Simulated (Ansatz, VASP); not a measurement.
**ZnCu: VASP beside Ansatz**

```
CELL_PARAMETERS angstrom
2.96334 0.00000 0.00000
0.00000 2.96334 0.00000
0.00000 0.00000 2.96334
ATOMIC_POSITIONS crystal
Cu 0.50000 0.50000 0.50000
Zn 0.00000 0.00000 0.00000
```

Alike in both runs: functional PBE; k mesh 14 × 14 × 14; occupations gaussian, width 0.1 eV; no spin polarisation.

Ansatz relaxed the structure, and its values are those at the end. VASP's run is a single point on that final structure, the one shown.

|  | VASP | Ansatz |
| --- | --- | --- |
| version | VASP 6.6.1 | Ansatz 0.2.0 |
| potentials or method | VASP PAW PBE potentials, release 64 (Cu, Zn), cutoff 520 eV | scalar-relativistic, plane waves, PAW |
| valence electrons in the cell | 23 | 31 |

|  | VASP | Ansatz | Ansatz less VASP |
| --- | --- | --- | --- |
| gap on the k mesh at the Fermi level (eV) | none | none | - |
| pressure (GPa) | 0.5 | 0.0 | -0.54 |

A gap of «none» marks a metal or a gap that the smearing closes. VASP's potentials hold 23 valence electrons a cell and Ansatz's 31, so a difference there can come from the potentials and not from the codes.
